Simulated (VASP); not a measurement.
# SnGe5 (P-62m) in VASP: single point with PBE

Aim: the single point of SnGe5 with PBE.

All numbers are computed with VASP 6.6.1; they aren't measurements. Logs are shortened: lines on timing, memory, paths and dates and some standing lists are left out, and cuts for length are marked.

## (1) The cell of the first run

Symmetry: P-62m, No. 189, hexagonal system. The conventional cell has a = 7.899 Å, b = 7.899 Å, c = 2.846 Å, α = 90.00°, β = 90.00°, γ = 120.00°. Sn (site symmetry -62m) has 3 Ge at 2.79 Å and 2 Sn at 2.85 Å within 3.7 Å. Within 3.4 Å of Ge (site symmetry m2m) lie 4 Ge at 2.56 to 2.85 Å and 1 Sn at 2.79 Å. Within 3.4 Å of Ge (site symmetry -6) lie 5 Ge at 2.56 to 2.85 Å.

## (2) Single point, PBE

INCAR reads:

```
SYSTEM = SnGe5
PREC     = Accurate       ! precision mode
ENCUT    = 520            ! plane-wave cutoff, eV
EDIFF    = 1E-6           ! SCF threshold, eV
ISMEAR   = 0              ! smearing method
SIGMA    = 0.1            ! smearing width, eV
LREAL    = .False.        ! projectors in reciprocal space
LASPH    = .True.         ! aspherical terms in the spheres
NELM     = 80             ! most SCF steps
ALGO     = Normal         ! electronic algorithm
ISIF     = 2              ! what is computed and relaxed
LWAVE    = .False.        ! write WAVECAR
LCHARG   = .False.        ! write CHGCAR
GGA      = PE             ! functional
NBANDS   = 51             ! bands
```

KPOINTS reads:

```
regular mesh
0
Gamma
  6 6 14
  0 0 0
```

POSCAR reads:

```
SnGe5
1.0
    7.8989635695      0.0000000000      0.0000000000
   -3.9494817847      6.8407031147      0.0000000000
    0.0000000000      0.0000000000      2.8462282658
Sn Ge
1 5
Direct
    0.0000000000      0.0000000000      0.0000000000
    0.6469097251      0.0000000000      0.0000000000
    0.0000000000      0.6469097251      0.0000000000
    0.3530902749      0.3530902749      0.0000000000
    0.3333333333      0.6666666667      0.0000000000
    0.6666666667      0.3333333333      0.0000000000
```

Potentials or basis: VASP PAW PBE potentials, release 64 (Sn_d, Ge_d).

On the command line:

```sh
> cat potpaw_PBE.64/Sn_d/POTCAR potpaw_PBE.64/Ge_d/POTCAR > POTCAR
> mpirun -np 1 vasp_std > vasp.out
```

OUTCAR:

```text
SYSTEM = SnGe5
   PREC = Accurate
   ENCUT = 520
   EDIFF = 1E-6
   ISMEAR = 0
   LREAL = .False.
   LASPH = .True.
   NELM = 80
   ISIF = 2
   GGA = PE

 ion  position               nearest neighbor table
   1  0.000  0.000  0.000-   3 2.79   4 2.79   2 2.79
   2  0.647  0.000  0.000-   6 2.56   5 2.56   1 2.79
   3  0.000  0.647  0.000-   5 2.56   6 2.56   1 2.79
   4  0.353  0.353  0.000-   5 2.56   6 2.56   1 2.79
   5  0.333  0.667  0.000-   3 2.56   2 2.56   4 2.56
   6  0.667  0.333  0.000-   2 2.56   3 2.56   4 2.56

  LATTYP: Found a hexagonal cell.
 ALAT       =     7.8989635695
 C/A-ratio  =     0.3603293319

  Lattice vectors:

 A1 = (   7.8989635695,   0.0000000000,   0.0000000000)
 A2 = (  -3.9494817847,   6.8407031147,   0.0000000000)
 A3 = (   0.0000000000,   0.0000000000,   2.8462282658)

Analysis of symmetry for initial positions (statically):
=====================================================================
 Subroutine PRICEL returns:
 Original cell was already a primitive cell.

 Routine SETGRP: Setting up the symmetry group for a
 hexagonal supercell.

 Subroutine GETGRP returns: Found 12 space group operations
 (whereof 12 operations were pure point group operations)
 out of a pool of 24 trial point group operations.

The static configuration has the point symmetry D_3h.

Analysis of symmetry for dynamics (positions and initial velocities):
=====================================================================
 Subroutine PRICEL returns:
 Original cell was already a primitive cell.

 Routine SETGRP: Setting up the symmetry group for a
 hexagonal supercell.

 Subroutine GETGRP returns: Found 12 space group operations
 (whereof 12 operations were pure point group operations)
 out of a pool of 24 trial point group operations.

The dynamic configuration has the point symmetry D_3h.

 Subroutine INISYM returns: Found 12 space group operations
 (whereof 12 operations are pure point group operations),
 and found     1 'primitive' translations

----------------------------------------------------------------------------------------

                                     Primitive cell

  volume of cell :     153.7944

  direct lattice vectors                    reciprocal lattice vectors
     7.898963570  0.000000000  0.000000000     0.126598887  0.073091902  0.000000000
    -3.949481785  6.840703115  0.000000000     0.000000000  0.146183804  0.000000000
     0.000000000  0.000000000  2.846228266     0.000000000  0.000000000  0.351342165

  length of vectors
     7.898963570  7.898963569  2.846228266     0.146183804  0.146183804  0.351342165

  position of ions in fractional coordinates (direct lattice)
     0.000000000  0.000000000  0.000000000
     0.646909725  0.000000000  0.000000000
     1.000000000  0.646909725  0.000000000
     0.353090275  0.353090275  0.000000000
     0.333333333  0.666666667  0.000000000
     0.666666667  0.333333333  0.000000000

  ion indices of the primitive-cell ions
   primitive index   ion index
                 1           1
                 2           2
                 3           3
                 4           4
                 5           5
                 6           6

----------------------------------------------------------------------------------------

 KPOINTS: regular mesh

Automatic generation of k-mesh.
 Grid dimensions read from file:
 generate k-points for:    6    6   14

 Generating k-lattice:

  Cartesian coordinates                     Fractional coordinates (reciprocal lattice)
     0.021099815  0.012181984  0.000000000     0.166666667  0.000000000  0.000000000
     0.000000000  0.024363967  0.000000000     0.000000000  0.166666667  0.000000000
     0.000000000  0.000000000  0.025095869     0.000000000  0.000000000  0.071428571

  Length of vectors
     0.024363967  0.024363967  0.025095869

  Shift w.r.t. Gamma in fractional coordinates (k-lattice)
     0.000000000  0.000000000  0.000000000

 Subroutine IBZKPT returns following result:
 ===========================================

 Found     56 irreducible k-points:

 Following reciprocal coordinates:
            Coordinates               Weight
  0.000000  0.000000  0.000000      1.000000
  0.166667 -0.000000  0.000000      6.000000
  0.333333  0.000000  0.000000      6.000000
  0.500000  0.000000  0.000000      3.000000
  0.166667  0.166667  0.000000      6.000000
  0.333333  0.166667  0.000000     12.000000
[... 16 lines left out ...]
  0.166667 -0.000000  0.214286     12.000000
  0.333333  0.000000  0.214286     12.000000
 [... further k-points ...]
   k-points           NKPTS =     56   k-points in BZ     NKDIM =     56   number of bands    NBANDS=     51
   number of dos      NEDOS =    301   number of ions     NIONS =      6
   total plane-waves  NPLWV =  86400
   dimension x,y,z NGX =    60 NGY =   60 NGZ =   24
   dimension x,y,z NGXF=   120 NGYF=  120 NGZF=   48
   ions per type =               1   5
   NGX,Y,Z   is equivalent  to a cutoff of  12.63, 12.63, 14.02 a.u.
   NGXF,Y,Z  is equivalent  to a cutoff of  25.26, 25.26, 28.04 a.u.
 SYSTEM =  SnGe5
   PREC   = accura    normal or accurate (medium, high low for compatibility)
   ISTART =      0    job   : 0-new  1-cont  2-samecut
   ICHARG =      2    charge: 1-file 2-atom 10-const
   ISPIN  =      1    spin polarized calculation?
   LNONCOLLINEAR =      F non collinear calculations
   LSORBIT =      F    spin-orbit coupling
   LASPH  =      T    aspherical Exc in radial PAW
   ENCUT  =  520.0 eV  38.22 Ry    6.18 a.u.  14.69 14.69  5.29*2*pi/ulx,y,z
   NELM   =     80;   NELMIN=  2; NELMDL= -5     # of ELM steps
   EDIFF  = 0.1E-05   stopping-criterion for ELM
   LREAL  =      F    real-space projection
   EDIFFG = 0.1E-04   stopping-criterion for IOM
   NSW    =      0    number of steps for IOM
   IBRION =     -1    ionic relax: 0-MD 1-quasi-New 2-CG
   NFREE  =      0    steps in history (QN), initial steepest desc. (CG)
   ISIF   =      2    stress and relaxation
   ISYM   =      2    0-nonsym 1-usesym 2-fastsym
   POTIM  = 0.5000    time-step for ionic-motion
   TEBEG  =    0.0;   TEEND  =   0.0 temperature during run
   PSTRESS=    0.0 pullay stress
   NELECT =      84.0000    total number of electrons
   NUPDOWN=      -1.0000    fix difference up-down
   EMIN   =  10.00;   EMAX   =-10.00  energy-range for DOS
   EFERMI =   0.00;   METHOD = LEGACY
   ISMEAR =     0;   SIGMA  =   0.10  broadening in eV -4-tet -1-fermi 0-gaus
   EFERMI_NEDOS =   21; number of points for ismear=-14 and -15
   IALGO  =     38    algorithm
   IMIX   =      4    mixing-type and parameters
     AMIX     =   0.40;   BMIX     =  1.00
     AMIX_MAG =   1.60;   BMIX_MAG =  1.00
  volume/ion in A,a.u.               =      25.63       172.98
  Fermi-wavevector in a.u.,A,eV,Ry     =   1.338200  2.528832 24.365035  1.790780
  Thomas-Fermi vector in A             =   2.466689
   LORBIT       =      0    0 simple, 1 ext, 2 COOP (PROOUT), +10 PAW based schemes
   GGA     = PE    functional components
   LHFCALC =     F    Hartree Fock is set to
   AEXX    =    0.0000 exact exchange contribution
   IVDW    =     0    specifies the selected vdW correction
   LEPSILON=     F    determine dielectric tensor
   LRPA    =     F    only Hartree local field effects (RPA)
 non-spin polarized calculation
 Gauss-broadening in eV      SIGMA  =   0.10
  energy-cutoff  :      520.00
  volume of cell :      153.79
 maximum number of plane-waves:      4167
 NGX is ok and might be reduce to    60
   NGX = 29   NGY = 29   NGZ = 11

 number of electron      84.0000001 magnetization

 Free energy of the ion-electron system (eV)
  ---------------------------------------------------
  ext. energy  EPLUGINS =         0.00000000
  ---------------------------------------------------
  free energy    TOTEN  =       -24.67360595 eV

  energy without entropy =      -24.65539445  energy(sigma->0) =      -24.66450020

 E-fermi :   4.4172     XC(G=0):  -9.5777

 val. band max:        4.4160622024   @ k =   0.3333   0.1667   0.4286
 cond. band min:       4.4296883874   @ k =   0.0000   0.0000   0.4286
 fundamental gap:      0.0136261850
 Fermi energy:         4.4171929702

 k-point     1 :       0.0000    0.0000    0.0000
  band No.  band energies     occupation
      1     -20.1198      2.00000
      2     -20.0997      2.00000
      3     -20.0997      2.00000
      4     -20.0870      2.00000
      5     -20.0625      2.00000
      6     -20.0625      2.00000
[... 43 lines left out ...]
     50      10.1720      0.00000
     51      12.0126      0.00000

 k-point     2 :       0.1667   -0.0000    0.0000
  band No.  band energies     occupation
      1     -20.1190      2.00000
      2     -20.1023      2.00000
      3     -20.0990      2.00000
      4     -20.0833      2.00000
      5     -20.0625      2.00000
      6     -20.0616      2.00000
[... 43 lines left out ...]
     50      10.4204      0.00000
     51      11.5578      0.00000

 k-point     3 :       0.3333    0.0000    0.0000
  band No.  band energies     occupation
      1     -20.1171      2.00000
      2     -20.1065      2.00000
      3     -20.0975      2.00000
      4     -20.0765      2.00000
      5     -20.0629      2.00000
      6     -20.0593      2.00000
[... 43 lines left out ...]
     50      11.1489      0.00000
     51      11.3920      0.00000
[... 1027 lines left out ...]
 k-point    23 :       0.1667   -0.0000    0.2143
  band No.  band energies     occupation
      1     -20.0822      2.00000
      2     -20.0821      2.00000
      3     -20.0739      2.00000
      4     -20.0523      2.00000
      5     -20.0397      2.00000
      6     -20.0396      2.00000
[... 43 lines left out ...]
     50       8.3974      0.00000
     51       8.8284      0.00000

 k-point    24 :       0.3333    0.0000    0.2143
  band No.  band energies     occupation
      1     -20.0787      2.00000
      2     -20.0777      2.00000
      3     -20.0725      2.00000
      4     -20.0529      2.00000
      5     -20.0442      2.00000
      6     -20.0437      2.00000
[... 43 lines left out ...]
     50       8.7543      0.00000
     51       9.8292      0.00000

 [... further k-points ...]
[... 5 lines left out ...]
  --------------------------------------------------------------------------------------
  -------------------------------------------------------------------------------------
  Total        0.0150303      0.0150303      0.0078146      0.0000000     -0.0000000     -0.0000000
  in kB        0.1565802      0.1565802      0.0814101      0.0000000     -0.0000000     -0.0000000
  external PRESSURE =       0.1315235 kB  Pullay stress =       0.0000000 kB

 VOLUME and BASIS-vectors are now :
 -----------------------------------------------------------------------------
  energy-cutoff  :      520.00
  volume of cell :      153.79
      direct lattice vectors                 reciprocal lattice vectors
     7.898963570  0.000000000  0.000000000     0.126598887  0.073091902  0.000000000
    -3.949481785  6.840703115  0.000000000     0.000000000  0.146183804  0.000000000
     0.000000000  0.000000000  2.846228266     0.000000000  0.000000000  0.351342165

 POSITION                                       TOTAL-FORCE (eV/Angst)
 -----------------------------------------------------------------------------------
      0.00000      0.00000      0.00000        -0.000000      0.000000     -0.000000
      5.10992      0.00000      0.00000         0.001445     -0.000000      0.000000
     -2.55496      4.42532      0.00000        -0.000722      0.001251     -0.000000
      1.39452      2.41539      0.00000        -0.000722     -0.001251      0.000000
     -0.00000      4.56047      0.00000        -0.000000      0.000000     -0.000000
      3.94948      2.28023      0.00000        -0.000000      0.000000     -0.000000
 -----------------------------------------------------------------------------------
    total drift:                               -0.000010     -0.000018      0.000001

  FREE ENERGIE OF THE ION-ELECTRON SYSTEM (eV)
  ---------------------------------------------------
  free  energy   TOTEN  =       -24.6736059470 eV

  energy  without entropy=      -24.6553944478  energy(sigma->0) =      -24.66450020
```

Wall time 7.5 min (1 thread of Intel Xeon Platinum 8375C at 2.90GHz (Ice Lake), shared host); peak memory 0.49 GiB.

What came out:

```yaml
Free_energy: -24.6736 eV
Pressure: 0.0 GPa
Band_gap_on_the_k_mesh: zero (band 42 reaches 6.64 eV, above the bottom of band 43 at 2.86 eV)
```

Caveat: spin-orbit coupling is left out, which moves the levels of the heavy elements.
